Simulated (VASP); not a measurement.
Wanted: the native input for a VASP 6.6.1 run.

```
Task                   : single point
Functional             : SVWN5
Potentials or basis    : VASP PAW PBE potentials, release 64 (Co)
Cutoff                 : 520 eV
k mesh                 : 12 × 12 × 4
Occupations            : fermi-dirac, width 0.05 eV
Spin                   : collinear spin, ferromagnetic start
Starting moments       : [2.0, 2.0, 2.0, 2.0] μB
Dipole correction      : no
Further INCAR settings : ALGO = Normal; EDIFF = 1e-06; NBANDS = 30
```

The structure of Co lies in POSCAR:

```
Co
1.0
    2.4255320887      0.0000000000      0.0000000000
   -1.2127660444      2.1005724065      0.0000000000
    0.0000000000      0.0000000000      7.8627837222
Co
4
Direct
    0.6666666667      0.3333333333      0.7500000000
    0.0000000000      0.0000000000      0.5000000000
    0.3333333333      0.6666666667      0.2500000000
    0.0000000000      0.0000000000      0.0000000000
```

The input as run:

INCAR

```
SYSTEM = Co
ALGO = Normal
EDIFF = 1E-6
ENCUT = 520
GGA = VW
ISIF = 2
ISMEAR = -1
ISPIN = 2
LASPH = .True.
LCHARG = .True.
LELF = .True.
LMAXMIX = 4
LORBIT = 11
LREAL = .False.
LVHAR = .True.
LWAVE = .False.
MAGMOM = 2 2 2 2
NBANDS = 30
NELM = 150
PREC = Accurate
SIGMA = 0.05
```

KPOINTS

```
k-points
0
Gamma
  12 12 4
  0 0 0
```

Potentials or basis: VASP PAW PBE potentials, release 64 (Co).

The run is started by

```sh
$ cat potpaw_PBE.64/Co/POTCAR > POTCAR
$ mpirun -np 1 vasp_std > vasp.out
```

Results of the run:

```
Pressure                                              : -3.3 GPa
Net moment                                            : 5.46 μB per cell
Site moments                                          : Co +1.35, +1.36 μB
Valence electrons inside the program's atomic spheres : Co 8.44
```

Caveat: the PAW data sets were made with another functional, which shifts forces and pressure a little.

Wall time 85 s on 1 thread of Intel(R) Xeon(R) 6975P-C (Granite Rapids) (shared host), peak memory 0.2 GiB.
